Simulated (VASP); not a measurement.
Fe:

```
CELL_PARAMETERS angstrom
-1.46773 1.41578 1.48189
1.46773 -1.41578 1.48189
1.46773 1.41578 -1.48189
ATOMIC_POSITIONS crystal
Fe 0.00000 0.00000 0.00000
```

This cell differs from its parent crystal: normal strain along x +0.0367, normal strain along z +0.0467.

Base run:

| Item | Value |
| --- | --- |
| Program | VASP 6.6.1 |
| Functional | PBE |
| Potentials or basis | VASP PAW PBE potentials, release 64 (Fe_sv) |
| Cutoff | 600 eV |
| k mesh | 10 × 10 × 10 |
| Occupations | gaussian, width 0.15 eV |
| Spin | collinear spin, ferromagnetic start |
| Starting moments | [2.44] μB |

Its results: pressure -16.6 GPa; net moment 2.26 μB per cell; site moments Fe +2.29 μB.

Problem. The run is repeated on the same cell with these changes: potentials or basis from VASP PAW PBE potentials, release 64 (Fe_sv) to VASP PAW PBE potentials, release 64 (Fe); cutoff from 600 eV to 520 eV; further incar settings from ALGO = Normal; EDIFF = 1e-06; NBANDS = 18 to ALGO = Fast; EDIFF = 1e-07; NBANDS = 14; valence electrons from 16 to 8. What comes out?

Solution. Pressure -12.8 GPa; net moment 2.30 μB per cell; site moments Fe +2.32 μB.
